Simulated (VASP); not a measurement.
# ZnSe in VASP: single point with PBE+D3(BJ)

Aim: the single point of ZnSe with PBE+D3(BJ).

All numbers are computed with VASP 6.6.1; they aren't measurements. Logs are shortened: lines on timing, memory, paths and dates and some standing lists are left out, and cuts for length are marked.

### 1 The cell of the first run

The cell holds a slab with vacuum, 16 atoms: a = 7.997 Å, b = 5.655 Å, c = 27.158 Å, α = 90.00°, β = 90.00°, γ = 90.00°.

### 2 Single point, PBE+D3(BJ)

INCAR reads:

```
SYSTEM = ZnSe
PREC = Accurate
ENCUT = 520
EDIFF = 1E-7
ISMEAR = 0
SIGMA = 0.05
LREAL = Auto
LASPH = .TRUE.
NELM = 100
ALGO = Normal
ISIF = 2
LWAVE = .FALSE.
LCHARG = .FALSE.
LDIPOL = .TRUE.
IDIPOL = 3
DIPOL = 0.5 0.5 0.404
GGA = PE
IVDW = 12
NBANDS = 86
```

KPOINTS reads:

```
regular mesh
0
G
  2 3 1
  0 0 0
```

POSCAR reads:

```
ZnSe
1.0
    7.9972835124      0.0000000000      0.0000000000
    0.0000000000      5.6549334027      0.0000000000
    0.0000000000      0.0000000000     27.1579626343
Zn Se
8 8
Direct
    0.2500000000      0.5000000000      0.2945729069
    0.7500000000      0.5000000000      0.2945729069
    0.5000000000      0.0000000000      0.3681911273
    0.0000000000      0.0000000000      0.3681911273
    0.7500047108      0.5028376580      0.4450621947
    0.2500099469      0.5058503247      0.4456574021
    0.0003888463     -0.0677622680      0.4991243816
    0.4996524425     -0.0677571561      0.4991336833
    0.5000000000      0.2500000000      0.2945729069
    0.0000000000      0.2500000000      0.2945729069
    0.7500000000      0.7500000000      0.3681911273
    0.2500000000      0.7500000000      0.3681911273
    0.0006679691      0.2538771415      0.4420132012
    0.4993493549      0.2538691210      0.4420160919
    0.2500178234      0.7285380675      0.5229345275
    0.7500214310      0.7278925863      0.5214934297
```

Potentials or basis: VASP PAW PBE potentials, release 64 (Zn, Se).

On the command line:

```console
$ cat potpaw_PBE.64/Zn/POTCAR potpaw_PBE.64/Se/POTCAR > POTCAR
$ mpirun -np 1 vasp_std > vasp.out
```

OUTCAR:

```text
SYSTEM = ZnSe
   PREC = Accurate
   ENCUT = 520
   EDIFF = 1E-7
   ISMEAR = 0
   LREAL = Auto
   LASPH = .TRUE.
   NELM = 100
   ISIF = 2
   GGA = PE
   IVDW = 12
 IVDW          = 12

 ion  position               nearest neighbor table
   1  0.250  0.500  0.295-   9 2.45  10 2.45  12 2.45
   2  0.750  0.500  0.295-   9 2.45  10 2.45  11 2.45
   3  0.500  0.000  0.368-  11 2.45  12 2.45   9 2.45  14 2.47
   4  0.000  0.000  0.368-  11 2.45  12 2.45  10 2.45  13 2.47
   5  0.750  0.503  0.445-  16 2.43  14 2.45  13 2.45  11 2.51
   6  0.250  0.506  0.446-  15 2.45  13 2.45  14 2.45  12 2.52
   7  0.000  0.932  0.499-  16 2.39  13 2.39  15 2.39
   8  0.500  0.932  0.499-  16 2.39  14 2.39  15 2.39
   9  0.500  0.250  0.295-   1 2.45   2 2.45   3 2.45
  10  0.000  0.250  0.295-   1 2.45   2 2.45   4 2.45
  11  0.750  0.750  0.368-   3 2.45   4 2.45   2 2.45   5 2.51
  12  0.250  0.750  0.368-   3 2.45   4 2.45   1 2.45   6 2.52
  13  0.001  0.254  0.442-   7 2.39   5 2.45   6 2.45   4 2.47
  14  0.499  0.254  0.442-   8 2.39   5 2.45   6 2.45   3 2.47
  15  0.250  0.729  0.523-   8 2.39   7 2.39   6 2.45
  16  0.750  0.728  0.521-   8 2.39   7 2.39   5 2.43

  LATTYP: Found a simple orthorhombic cell.
 ALAT       =     5.6549334027
 B/A-ratio  =     1.4142135624
 C/A-ratio  =     4.8025256356

  Lattice vectors:

 A1 = (   0.0000000000,  -5.6549334027,   0.0000000000)
 A2 = (   7.9972835124,   0.0000000000,   0.0000000000)
 A3 = (   0.0000000000,   0.0000000000,  27.1579626343)

Analysis of symmetry for initial positions (statically):
=====================================================================
 Subroutine PRICEL returns:
 Original cell was already a primitive cell.

 Routine SETGRP: Setting up the symmetry group for a
 simple orthorhombic supercell.

 Subroutine GETGRP returns: Found  1 space group operations
 (whereof  1 operations were pure point group operations)
 out of a pool of  8 trial point group operations.

The static configuration has the point symmetry C_1 .

Analysis of symmetry for dynamics (positions and initial velocities):
=====================================================================
 Subroutine PRICEL returns:
 Original cell was already a primitive cell.

 Routine SETGRP: Setting up the symmetry group for a
 simple orthorhombic supercell.

 Subroutine GETGRP returns: Found  1 space group operations
 (whereof  1 operations were pure point group operations)
 out of a pool of  8 trial point group operations.

The dynamic configuration has the point symmetry C_1 .

[... 119 lines left out ...]
   EFERMI =   0.00;   METHOD = LEGACY
   ISMEAR =     0;   SIGMA  =   0.05  broadening in eV -4-tet -1-fermi 0-gaus
   EFERMI_NEDOS =   21; number of points for ismear=-14 and -15
   IALGO  =     38    algorithm
   IMIX   =      4    mixing-type and parameters
     AMIX     =   0.40;   BMIX     =  1.00
     AMIX_MAG =   1.60;   BMIX_MAG =  1.00
  volume/ion in A,a.u.               =      76.76       518.02
  Fermi-wavevector in a.u.,A,eV,Ry     =   0.801260  1.514161  8.735172  0.642017
  Thomas-Fermi vector in A             =   1.908713
   LORBIT       =      0    0 simple, 1 ext, 2 COOP (PROOUT), +10 PAW based schemes
   GGA     = PE    functional components
   LHFCALC =     F    Hartree Fock is set to
   AEXX    =    0.0000 exact exchange contribution
   IVDW    =    12    specifies the selected vdW correction
   LEPSILON=     F    determine dielectric tensor
   LRPA    =     F    only Hartree local field effects (RPA)
 non-spin polarized calculation
 Gauss-broadening in eV      SIGMA  =   0.05
  energy-cutoff  :      520.00
  volume of cell :     1228.19
 maximum number of plane-waves:     33193
 NGX is ok and might be reduce to    60
   NGX = 29   NGY = 21   NGZ =101

 dipolmoment           0.000000      0.000000     -0.000003 electrons x Angstroem

 number of electron     144.0000120 magnetization

 dipolmoment           0.000000      0.000000      0.089039 electrons x Angstroem

 Free energy of the ion-electron system (eV)
  ---------------------------------------------------
  ext. energy  EPLUGINS =         0.00000000
  ---------------------------------------------------
  free energy    TOTEN  =       -45.36155703 eV

  energy without entropy =      -45.36155703  energy(sigma->0) =      -45.36155703

 E-fermi :  -3.0623     XC(G=0):  -3.2599

 val. band max:       -3.3206835507   @ k =   0.0000   0.0000   0.0000
 cond. band min:      -1.9228036290   @ k =   0.0000   0.0000   0.0000
 fundamental gap:      1.3978799218
 Fermi energy:        -3.0623247819

 k-point     1 :       0.0000    0.0000    0.0000
  band No.  band energies     occupation
      1     -16.3718      2.00000
      2     -15.8281      2.00000
      3     -15.7559      2.00000
      4     -15.6835      2.00000
      5     -15.3986      2.00000
      6     -15.2178      2.00000
[... 337 lines left out ...]
     83       2.1027      0.00000
     84       2.1031      0.00000
 [bands above 84 left out]

------------------------ aborting loop because EDIFF is reached ----------------------------------------

 vacuum level on the upper side and lower side of the slab       (xc-potential included)         0.100        -0.251

 Edisp (eV)   -3.74746

 E8    (eV) :    -1.6285

  FORCE on cell =-STRESS in cart. coord.  units (eV):
  Direction    XX          YY          ZZ          XY          YZ          ZX
  --------------------------------------------------------------------------------------
  -------------------------------------------------------------------------------------
  Total      -1.24414    -2.33815     0.21903     0.00006     2.02882    -0.00063
  in kB      -1.62298    -3.05011     0.28573     0.00008     2.64660    -0.00082
  external pressure =       -1.46 kB  Pullay stress =        0.00 kB

 VOLUME and BASIS-vectors are now :
 -----------------------------------------------------------------------------
  energy-cutoff  :      520.00
  volume of cell :     1228.19
      direct lattice vectors                 reciprocal lattice vectors
     7.997283512  0.000000000  0.000000000     0.125042460  0.000000000  0.000000000
     0.000000000  5.654933403  0.000000000     0.000000000  0.176836742  0.000000000
     0.000000000  0.000000000 27.157962634     0.000000000  0.000000000  0.036821613

 POSITION                                       TOTAL-FORCE (eV/Angst)
 -----------------------------------------------------------------------------------
      1.99932      2.82747      8.00000         0.000067     -0.952823      0.995450
      5.99796      2.82747      8.00000         0.000088     -0.943502      0.993137
      3.99864      0.00000      9.99932        -0.005006      0.280021     -0.011680
      0.00000      0.00000      9.99932         0.005153      0.279950     -0.011873
      5.99800      2.84351     12.08698         0.000067     -0.004939     -0.028161
      1.99940      2.86055     12.10315         0.000150      0.008878      0.000216
[... 8 lines left out ...]
      1.99946      4.11983     14.20184        -0.000499     -0.020559      0.014802
      5.99813      4.11618     14.16270        -0.000210     -0.007666      0.124725
 -----------------------------------------------------------------------------------
    total drift:                               -0.001202     -0.012959     -0.008735

  FREE ENERGIE OF THE ION-ELECTRON SYSTEM (eV)
  ---------------------------------------------------
  free  energy   TOTEN  =       -49.1090184997 eV

  energy  without entropy=      -49.1090184997  energy(sigma->0) =      -49.10901850

 vacuum level on the upper side and lower side of the slab         2.176         1.819
```

OSZICAR:

```text
N       E                     dE             d eps       ncg     rms          rms(c)
DAV:   1     0.957510782196E+03    0.95751E+03   -0.56243E+04   696   0.138E+03
DAV:   2     0.795268085715E+02   -0.87798E+03   -0.85469E+03   854   0.306E+02
DAV:   3    -0.422555776896E+02   -0.12178E+03   -0.12087E+03   784   0.114E+02
[... 22 lines left out ...]
DAV:  26    -0.453615563808E+02   -0.69467E-06    0.57014E-09   480   0.659E-04    0.710E-05
DAV:  27    -0.453615567008E+02   -0.31995E-06    0.98408E-09   480   0.298E-04    0.568E-05
DAV:  28    -0.453615568462E+02   -0.14542E-06    0.12034E-08   480   0.164E-04    0.338E-05
DAV:  29    -0.453615569650E+02   -0.11877E-06    0.13067E-08   480   0.187E-04    0.297E-05
DAV:  30    -0.453615570348E+02   -0.69804E-07    0.13917E-08   464   0.109E-04
   1 F= -.49109018E+02 E0= -.49109018E+02  d E =-.119319E-13
```

stdout:

```text
POSCAR found type information on POSCAR ZnSe
 POSCAR found :  2 types and      16 ions
 scaLAPACK will be used
 LDA part: xc-table for (Slater+PW92), standard interpolation
 POSCAR, INCAR and KPOINTS ok, starting setup
 FFT: planning ... GRIDC
 FFT: planning ... GRID_SOFT
 FFT: planning ... GRID
 WAVECAR not read
 entering main loop
```

Run time: 18 min. Hardware: 1 thread of Intel Xeon Platinum 8259CL at 2.50GHz (Skylake/Cascade Lake), shared host; peak memory 1.1 GiB.

Results:

| Item | Value |
| --- | --- |
| Free energy | -49.1090 eV |
| Largest force | 1.378 eV/Å |
| Band gap on the k mesh | 1.40 eV |
| Dispersion energy per atom | -0.234 eV |

Forces on the atoms (eV/Å):
```
Zn   0.000 -0.953  0.995
Zn   0.000 -0.944  0.993
Zn  -0.005  0.280 -0.012
Zn   0.005  0.280 -0.012
Zn   0.000 -0.005 -0.028
Zn   0.000  0.009  0.000
Zn   0.012  0.002 -0.006
Zn  -0.012  0.003 -0.006
Se   0.001  0.430 -0.946
Se  -0.001  0.430 -0.946
Se   0.000  0.240 -0.090
Se   0.000  0.238 -0.058
Se  -0.003  0.009 -0.012
Se   0.002  0.009 -0.012
Se   0.000 -0.021  0.015
Se   0.000 -0.008  0.125
```

Levels at points of the mesh, in eV from the valence-band top:
```
           k point  band 70  band 71  band 72  band 73  band 74  band 75
(0.00, 0.00, 0.00)    -0.32    -0.27     0.00     1.40     2.38     2.69
(0.50, 0.00, 0.00)    -0.82    -0.39    -0.39     2.19     2.21     3.44
```
